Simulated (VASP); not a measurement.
## Ru: single point with RPBE+U

The system is Ru.

```
CELL_PARAMETERS angstrom
0.00000 1.95256 1.95256
1.95256 0.00000 1.95256
1.95256 1.95256 0.00000
ATOMIC_POSITIONS crystal
Ru 0.00000 0.00000 0.00000
```

This cell differs from its parent crystal: volume scaled by 1.06.

```yaml
Program: VASP 6.6.1
Task: single point
Functional: RPBE
Potentials_or_basis: VASP PAW PBE potentials, release 64 (Ru_pv)
Cutoff: 520 eV
k_mesh: 12 × 12 × 12
Occupations: tetrahedron
Spin: no spin polarisation
Hubbard_terms: Ru d U = 6.0 eV
```

| Item | Value |
| --- | --- |
| Pressure | -12.2 GPa |
| Band gap on the k mesh | zero (band 7 reaches 13.36 eV, above the bottom of band 8 at 9.50 eV) |

Levels at points of the mesh, in eV from the Fermi level:
| k point | band 4 | band 5 | band 6 | band 7 | band 8 | band 9 | band 10 | band 11 |
| --- | --- | --- | --- | --- | --- | --- | --- | --- |
| (0.00, 0.00, 0.00) | -6.71 | -1.49 | -1.49 | -1.49 | -0.82 | -0.82 | 11.83 | 15.57 |
| (0.50, 0.00, 0.00) | -4.72 | -2.54 | -2.54 | 1.65 | 1.81 | 1.81 | 9.73 | 11.83 |
| (0.50, 0.50, 0.00) | -5.99 | -4.46 | 0.75 | 2.73 | 2.73 | 4.01 | 11.83 | 12.56 |

Eigenvalues of the final occupation matrices:
```tsv
site	spin	trace	eigenvalues
site 1 d	1	3.01	0.50 0.50 0.50 0.76 0.76
site 1 d	2	3.01	0.50 0.50 0.50 0.76 0.76
```

Wall time 19 s on 1 thread of Intel(R) Xeon(R) Platinum 8259CL CPU @ 2.50GHz (Skylake/Cascade Lake) (shared host), peak memory 0.15 GiB.

Caveat: the PAW data sets were made with another functional, which shifts forces and pressure a little; U without spin polarisation on a metal has little footing; the U is typed as a test and isn't derived for this compound; tetrahedron occupations give inexact forces and stress in metals.
